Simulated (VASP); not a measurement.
# Pd (P6_3/mmc) in VASP: single point with PBE

Aim: the single point of Pd with PBE.

Program: VASP 6.6.1. These are calculated values, not measurements. Logs are shortened: lines on timing, memory, paths and dates and some standing lists are left out, and cuts for length are marked.

### Step 1. The cell of the first run

It takes space group P6_3/mmc (No. 194, hexagonal). Conventional cell: a = 2.780 Å, b = 2.780 Å, c = 9.179 Å, α = 90.00°, β = 90.00°, γ = 120.00°. Pd (site symmetry -3m) has 12 Pd at 2.78 to 2.80 Å within 3.7 Å. Within 3.7 Å of Pd (site symmetry -6m2) lie 12 Pd at 2.78 to 2.80 Å.

This isn't the form of Pd at room conditions, which is fcc.

### Step 2. Single point, PBE

Input file INCAR:

```
PREC = Accurate ; ENCUT = 520
EDIFF = 1E-6 ; ISMEAR = 0
SIGMA = 0.1 ; LREAL = False
LASPH = True ; NELM = 80
ALGO = Fast ; ISIF = 2
LWAVE = False ; LCHARG = False
GGA = PE ; NBANDS = 28
```

Input file KPOINTS:

```
regular mesh
0
Gamma
  24 24 6
```

Input file POSCAR:

```
Pd
1.0
    2.7797116520      0.0000000000      0.0000000000
   -1.3898558260      2.4073009058      0.0000000000
    0.0000000000      0.0000000000      9.1786947720
Pd
4
Direct
    0.0000000000      0.0000000000      0.0000000000
    0.3333333333      0.6666666667      0.2500000000
    0.0000000000      0.0000000000      0.5000000000
    0.6666666667      0.3333333333      0.7500000000
```

Potentials or basis: VASP PAW PBE potentials, release 64 (Pd).

Command:

```console
$ cat potpaw_PBE.64/Pd/POTCAR > POTCAR
$ mpirun -np 1 vasp_std > vasp.out
```

OUTCAR:

```text
PREC = Accurate
   ENCUT = 520
   EDIFF = 1E-6
   ISMEAR = 0
   LREAL = False
   LASPH = True
   NELM = 80
   ISIF = 2
   GGA = PE

 ion  position               nearest neighbor table
   1  0.000  0.000  0.000-   2 2.80   4 2.80   2 2.80   4 2.80   4 2.80   2 2.80
   2  0.333  0.667  0.250-   1 2.80   3 2.80   1 2.80   3 2.80   1 2.80   3 2.80
   3  0.000  0.000  0.500-   2 2.80   4 2.80   2 2.80   4 2.80   4 2.80   2 2.80
   4  0.667  0.333  0.750-   1 2.80   3 2.80   1 2.80   3 2.80   1 2.80   3 2.80

  LATTYP: Found a hexagonal cell.
 ALAT       =     2.7797116520
 C/A-ratio  =     3.3020312612

  Lattice vectors:

 A1 = (   2.7797116520,   0.0000000000,   0.0000000000)
 A2 = (  -1.3898558260,   2.4073009058,   0.0000000000)
 A3 = (   0.0000000000,   0.0000000000,   9.1786947720)

Analysis of symmetry for initial positions (statically):
=====================================================================
 Subroutine PRICEL returns:
 Original cell was already a primitive cell.

 Routine SETGRP: Setting up the symmetry group for a
 hexagonal supercell.

 Subroutine GETGRP returns: Found 24 space group operations
 (whereof 12 operations were pure point group operations)
 out of a pool of 24 trial point group operations.

The static configuration has the point symmetry D_3d.
 The point group associated with its full space group is D_6h.

Analysis of symmetry for dynamics (positions and initial velocities):
=====================================================================
 Subroutine PRICEL returns:
 Original cell was already a primitive cell.

 Routine SETGRP: Setting up the symmetry group for a
 hexagonal supercell.

 Subroutine GETGRP returns: Found 24 space group operations
 (whereof 12 operations were pure point group operations)
 out of a pool of 24 trial point group operations.

The dynamic configuration has the point symmetry D_3d.
 The point group associated with its full space group is D_6h.

 Subroutine INISYM returns: Found 24 space group operations
 (whereof 12 operations are pure point group operations),
 and found     1 'primitive' translations

----------------------------------------------------------------------------------------

                                     Primitive cell

  volume of cell :      61.4202

  direct lattice vectors                    reciprocal lattice vectors
     2.779711652  0.000000000  0.000000000     0.359749544  0.207701496  0.000000000
    -1.389855826  2.407300906  0.000000000     0.000000000  0.415402992  0.000000000
     0.000000000  0.000000000  9.178694772     0.000000000  0.000000000  0.108947952

  length of vectors
     2.779711652  2.779711652  9.178694772     0.415402992  0.415402992  0.108947952

  position of ions in fractional coordinates (direct lattice)
     0.000000000  0.000000000  0.000000000
     0.333333333  0.666666667  0.250000000
     0.000000000  0.000000000  0.500000000
     0.666666667  0.333333333  0.750000000

  ion indices of the primitive-cell ions
   primitive index   ion index
                 1           1
                 2           2
                 3           3
                 4           4

----------------------------------------------------------------------------------------

 KPOINTS: regular mesh

Automatic generation of k-mesh.
 Grid dimensions read from file:
 generate k-points for:   24   24    6

 Generating k-lattice:

  Cartesian coordinates                     Fractional coordinates (reciprocal lattice)
     0.014989564  0.008654229  0.000000000     0.041666667  0.000000000  0.000000000
     0.000000000  0.017308458  0.000000000     0.000000000  0.041666667  0.000000000
     0.000000000  0.000000000  0.018157992     0.000000000  0.000000000  0.166666667

  Length of vectors
     0.017308458  0.017308458  0.018157992

  Shift w.r.t. Gamma in fractional coordinates (k-lattice)
     0.000000000  0.000000000  0.000000000

 Subroutine IBZKPT returns following result:
 ===========================================

 Found    244 irreducible k-points:

 Following reciprocal coordinates:
            Coordinates               Weight
  0.000000  0.000000  0.000000      1.000000
  0.041667  0.000000  0.000000      6.000000
  0.083333  0.000000  0.000000      6.000000
  0.125000  0.000000  0.000000      6.000000
  0.166667  0.000000  0.000000      6.000000
  0.208333  0.000000  0.000000      6.000000
[... 16 lines left out ...]
  0.416667  0.041667  0.000000     12.000000
  0.458333  0.041667  0.000000     12.000000
 [... further k-points ...]
   k-points           NKPTS =    244   k-points in BZ     NKDIM =    244   number of bands    NBANDS=     28
   number of dos      NEDOS =    301   number of ions     NIONS =      4
   total plane-waves  NPLWV =  40320
   dimension x,y,z NGX =    24 NGY =   24 NGZ =   70
   dimension x,y,z NGXF=    48 NGYF=   48 NGZF=  140
   ions per type =               4
   NGX,Y,Z   is equivalent  to a cutoff of  14.35, 14.35, 12.68 a.u.
   NGXF,Y,Z  is equivalent  to a cutoff of  28.71, 28.71, 25.36 a.u.
 SYSTEM =  unknown system
   PREC   = accura    normal or accurate (medium, high low for compatibility)
   ISTART =      0    job   : 0-new  1-cont  2-samecut
   ICHARG =      2    charge: 1-file 2-atom 10-const
   ISPIN  =      1    spin polarized calculation?
   LNONCOLLINEAR =      F non collinear calculations
   LSORBIT =      F    spin-orbit coupling
   LASPH  =      T    aspherical Exc in radial PAW
   ENCUT  =  520.0 eV  38.22 Ry    6.18 a.u.   5.17  5.17 17.07*2*pi/ulx,y,z
   NELM   =     80;   NELMIN=  2; NELMDL= -5     # of ELM steps
   EDIFF  = 0.1E-05   stopping-criterion for ELM
   LREAL  =      F    real-space projection
   EDIFFG = 0.1E-04   stopping-criterion for IOM
   NSW    =      0    number of steps for IOM
   IBRION =     -1    ionic relax: 0-MD 1-quasi-New 2-CG
   NFREE  =      0    steps in history (QN), initial steepest desc. (CG)
   ISIF   =      2    stress and relaxation
   ISYM   =      2    0-nonsym 1-usesym 2-fastsym
   POTIM  = 0.5000    time-step for ionic-motion
   TEBEG  =    0.0;   TEEND  =   0.0 temperature during run
   PSTRESS=    0.0 pullay stress
   NELECT =      40.0000    total number of electrons
   NUPDOWN=      -1.0000    fix difference up-down
   EMIN   =  10.00;   EMAX   =-10.00  energy-range for DOS
   EFERMI =   0.00;   METHOD = LEGACY
   ISMEAR =     0;   SIGMA  =   0.10  broadening in eV -4-tet -1-fermi 0-gaus
   EFERMI_NEDOS =   21; number of points for ismear=-14 and -15
   IALGO  =     68    algorithm
   IMIX   =      4    mixing-type and parameters
     AMIX     =   0.40;   BMIX     =  1.00
     AMIX_MAG =   1.60;   BMIX_MAG =  1.00
  volume/ion in A,a.u.               =      15.36       103.62
  Fermi-wavevector in a.u.,A,eV,Ry     =   1.419029  2.681575 27.397264  2.013642
  Thomas-Fermi vector in A             =   2.540092
   LORBIT       =      0    0 simple, 1 ext, 2 COOP (PROOUT), +10 PAW based schemes
   GGA     = PE    functional components
   LHFCALC =     F    Hartree Fock is set to
   AEXX    =    0.0000 exact exchange contribution
   IVDW    =     0    specifies the selected vdW correction
   LEPSILON=     F    determine dielectric tensor
   LRPA    =     F    only Hartree local field effects (RPA)
 non-spin polarized calculation
 RMM-DIIS sequential band-by-band and
 Gauss-broadening in eV      SIGMA  =   0.10
  energy-cutoff  :      520.00
  volume of cell :       61.42
 maximum number of plane-waves:      1670
 NGX is ok and might be reduce to    24
   NGX = 11   NGY = 11   NGZ = 35

 number of electron      40.0000014 magnetization

 Free energy of the ion-electron system (eV)
  ---------------------------------------------------
  ext. energy  EPLUGINS =         0.00000000
  ---------------------------------------------------
  free energy    TOTEN  =       -20.83407922 eV

  energy without entropy =      -20.78065558  energy(sigma->0) =      -20.80736740

 E-fermi :   9.1288     XC(G=0): -12.9342

 val. band max:        9.1277211934   @ k =   0.0417   0.0000   0.5000
 cond. band min:       9.1288505994   @ k =   0.3333   0.2083   0.0000
 fundamental gap:      0.0011294060
 Fermi energy:         9.1287801881

 k-point     1 :       0.0000    0.0000    0.0000
  band No.  band energies     occupation
      1       2.2864      2.00000
      2       3.9005      2.00000
      3       3.9076      2.00000
      4       4.1240      2.00000
      5       6.4005      2.00000
      6       6.4017      2.00000
[... 20 lines left out ...]
     27      23.1424      0.00000
     28      26.0619      0.00000

 k-point     2 :       0.0417    0.0000    0.0000
  band No.  band energies     occupation
      1       2.3414      2.00000
      2       3.9508      2.00000
      3       3.9583      2.00000
      4       4.1642      2.00000
      5       6.2980      2.00000
      6       6.3981      2.00000
[... 20 lines left out ...]
     27      23.1764      0.00000
     28      26.1105      0.00000

 k-point     3 :       0.0833    0.0000    0.0000
  band No.  band energies     occupation
      1       2.5040      2.00000
      2       4.0962      2.00000
      3       4.1049      2.00000
      4       4.2803      2.00000
      5       6.1073      2.00000
      6       6.2696      2.00000
[... 20 lines left out ...]
     27      23.2765      0.00000
     28      26.1689      0.00000

 k-point     4 :       0.1250    0.0000    0.0000
  band No.  band energies     occupation
      1       2.7658      2.00000
      2       4.3135      2.00000
      3       4.3270      2.00000
      4       4.4590      2.00000
      5       5.8937      2.00000
      6       6.0959      2.00000
[... 578 lines left out ...]
     27      19.1268      0.00000
     28      19.4577      0.00000

 k-point    23 :       0.4167    0.0417    0.0000
  band No.  band energies     occupation
      1       4.1765      2.00000
      2       4.1812      2.00000
      3       4.3408      2.00000
      4       4.8240      2.00000
      5       5.0180      2.00000
      6       5.4520      2.00000
[... 20 lines left out ...]
     27      18.8529      0.00000
     28      19.3572      0.00000

 k-point    24 :       0.4583    0.0417    0.0000
  band No.  band energies     occupation
      1       4.1247      2.00000
      2       4.1482      2.00000
      3       4.3023      2.00000
      4       4.7869      2.00000
      5       4.9743      2.00000
      6       5.4555      2.00000
[... 20 lines left out ...]
     27      19.1856      0.00000
     28      19.7047      0.00000

 [... further k-points ...]

------------------------ aborting loop because EDIFF is reached ----------------------------------------

  FORCE on cell =-STRESS in cart. coord.  units (eV):
  Direction    XX          YY          ZZ          XY          YZ          ZX
  --------------------------------------------------------------------------------------
  -------------------------------------------------------------------------------------
  Total       -0.0881115     -0.0881115     -0.1315347      0.0000000      0.0000000      0.0000000
  in kB       -2.2984348     -2.2984348     -3.4311507      0.0000000      0.0000000      0.0000000
  external PRESSURE =      -2.6760068 kB  Pullay stress =       0.0000000 kB

 VOLUME and BASIS-vectors are now :
 -----------------------------------------------------------------------------
  energy-cutoff  :      520.00
  volume of cell :       61.42
      direct lattice vectors                 reciprocal lattice vectors
     2.779711652  0.000000000  0.000000000     0.359749544  0.207701496  0.000000000
    -1.389855826  2.407300906  0.000000000     0.000000000  0.415402992  0.000000000
     0.000000000  0.000000000  9.178694772     0.000000000  0.000000000  0.108947952

 POSITION                                       TOTAL-FORCE (eV/Angst)
 -----------------------------------------------------------------------------------
      0.00000      0.00000      0.00000        -0.000000     -0.000000      0.000000
     -0.00000      1.60487      2.29467        -0.000000      0.000000      0.000000
      0.00000      0.00000      4.58935        -0.000000     -0.000000      0.000000
      1.38986      0.80243      6.88402         0.000000     -0.000000     -0.000000
 -----------------------------------------------------------------------------------
    total drift:                               -0.000000      0.000000      0.000000

  FREE ENERGIE OF THE ION-ELECTRON SYSTEM (eV)
  ---------------------------------------------------
  free  energy   TOTEN  =       -20.8340792236 eV

  energy  without entropy=      -20.7806555826  energy(sigma->0) =      -20.80736740
```

It took 6.5 min on 1 thread of Intel Xeon Platinum 8375C at 2.90GHz (Ice Lake), shared host; peak memory 0.42 GiB.

What came out:

| Item | Value |
| --- | --- |
| Free energy | -20.8341 eV |
| Pressure | -0.3 GPa |
| Band gap on the k mesh | zero (bands 20 and 21 overlap by 0.87 eV) |
